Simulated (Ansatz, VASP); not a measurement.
# TaN in VASP and in Ansatz

File INCAR:

```
SYSTEM = TaN
PREC = Accurate
ENCUT = 700
EDIFF = 1E-7
ISMEAR = 0
SIGMA = 0.1
LREAL = .False.
LASPH = .True.
NELM = 120
ALGO = Normal
ISIF = 3
LWAVE = .False.
LCHARG = .False.
GGA = CA
IBRION = 2
NSW = 100
EDIFFG = -0.05
GGA_COMPAT = .False.
NELMIN = 4
```

Contents of KPOINTS:

```
Automatic mesh
0
Gamma
  9 9 8
  0 0 0
```

File POSCAR:

```
TaN
1.0
    2.9399421800      0.0000000000      0.0000000000
   -1.4699710900      2.5460646100      0.0000000000
    0.0000000000      0.0000000000      2.8901750800
Ta N
1 1
Direct
    0.0000000000      0.0000000000      0.5000000000
    0.6666666700      0.3333333300      0.0000000000
```

Input for Ansatz:

```yaml
crystal:
  lattice:
    - [2.93994218, 0.0, 0.0]
    - [-1.46997109, 2.54606461, 0.0]
    - [0.0, 0.0, 2.89017508]
  atoms:
    - { symbol: Ta, position: [0.0, 0.0, 0.5] }
    - { symbol: "N", position: [0.66666667, 0.33333333, 0.0] }
basis:
  ecutwfc: 420
kpoints:
  mp_grid: { grid: [9, 9, 8] }
hamiltonian:
  xc: lda
  pseudopotentials: { kind: paw, azcp: { folder: soft_1 } }
scf:
  occupations: { method: gaussian, width: 0.1 }
output:
  forces: true
  stress: true
  eigenvalues: true
relax:
  adjacent_minimum: "off"
  f_tol: 0.05
  max_steps: 80
  cell: { stress_tol: 0.5 }
```

Alike in both runs: task relaxation of cell and atoms; functional LDA; k mesh 9 × 9 × 8; occupations gaussian, width 0.1 eV; no spin polarisation.

|  | VASP | Ansatz |
| --- | --- | --- |
| version | VASP 6.6.1 | Ansatz 0.2.0 |
| potentials or method | VASP PAW LDA potentials, release 64 (Ta_sv_GW, N), cutoff 700 eV | scalar-relativistic, plane waves, PAW |
| valence electrons in the cell | 18 | 18 |

Ansatz gave:

```
gap on the k mesh at the Fermi level, each at its own relaxed structure (eV)  : none
relaxed volume (Å³/atom)                                                      : 10.43
relaxed length of the cell vector where the two differ most in proportion (Å) : 2.906
```

Estimate VASP's values.

gap on the k mesh at the Fermi level, each at its own relaxed structure (eV): none; relaxed volume (Å³/atom): 10.48; relaxed length of the cell vector where the two differ most in proportion (Å): 2.911.

Ansatz warns that its potentials were made for another functional, while VASP's fit it. LDA's correlation is that of Perdew and Zunger in VASP and of Perdew and Wang (1992) in Ansatz. A gap of «none» marks a metal or a gap that the smearing closes.

Neither program's run includes spin-orbit coupling.
